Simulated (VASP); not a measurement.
A run of VASP 6.6.1 is set up as follows.

The input INCAR:

```
SYSTEM = Al
ALGO = Normal
EDIFF = 1E-7
EDIFFG = -0.01
ENCUT = 600
GGA = CA
IBRION = 2
ISIF = 3
ISMEAR = 0
LASPH = .TRUE.
LCHARG = .FALSE.
LREAL = .FALSE.
LWAVE = .FALSE.
NELM = 80
NSW = 60
PREC = Accurate
SIGMA = 0.01
```

The input KPOINTS:

```
k-points
0
G
  12 12 12
  0 0 0
```

Contents of POSCAR:

```
Al
1.0
   -1.5912186900      1.5912186900      1.5912186900
    1.5912186900     -1.5912186900      1.5912186900
    1.5912186900      1.5912186900     -1.5912186900
Al
1
Direct
    0.0000000000      0.0000000000      0.0000000000
```

Potentials or basis: VASP PAW LDA potentials, release 64 (Al).

The run is started by

```console
$ cat potpaw_LDA.64/Al/POTCAR > POTCAR
$ mpirun -np 1 vasp_std > vasp.out
```

(1) What does it give for the relaxed cell?

(2) Predict the space group after relaxing (to 0.05 Å).

(3) What does it give for the relaxed volume?

## Answers

(1) a = 2.764 Å, b = 2.764 Å, c = 2.764 Å, α = 109.47°, β = 109.47°, γ = 109.47°.

(2) Im-3m (No. 229).

(3) 16.25 Å³/atom.
